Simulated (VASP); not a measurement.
Input of a VASP 6.6.1 run:

File INCAR:

```
SYSTEM = Si
ALGO = Fast
EDIFF = 1E-7
ENCUT = 520
GGA = PE
ISIF = 2
ISMEAR = 0
LASPH = .TRUE.
LCHARG = .FALSE.
LREAL = .FALSE.
LWAVE = .FALSE.
NBANDS = 26
NELM = 60
PREC = Accurate
SIGMA = 0.15
```

KPOINTS

```
k-points
0
G
  10 10 10
  0 0 0
```

Contents of POSCAR:

```
Si
1.0
   -3.2814434645      3.2814434645      3.7021245166
    3.2814434645     -3.2814434645      3.7021245166
    3.2814434645      3.2814434645     -3.7021245166
Si
8
Direct
    0.2028545115      0.2028545115      0.2028545115
    0.5000000000      0.0000000000      0.2971454885
    0.2971454885      0.5000000000      0.0000000000
    0.0000000000      0.2971454885      0.5000000000
    0.7971454885      0.7971454885      0.7971454885
    0.5000000000      0.0000000000      0.7028545115
    0.7028545115      0.5000000000      0.0000000000
    0.0000000000      0.7028545115      0.5000000000
```

Potentials or basis: VASP PAW PBE potentials, release 64 (Si).

Launch:

```sh
$ cat potpaw_PBE.64/Si/POTCAR > POTCAR
$ mpirun -np 1 vasp_std > vasp.out
```

(1) Predict the pressure.

(2) Predict the band gap on the k mesh.

(3) Estimate the largest force.

## Answers

(1) -5.6 GPa.

(2) zero (bands 16 and 17 overlap by 0.34 eV).

(3) 0.493 eV/Å.

Caveat: the stress differs along the axes, from -16 to -0 GPa; semilocal functionals underestimate gaps, and a narrow one can read as zero.
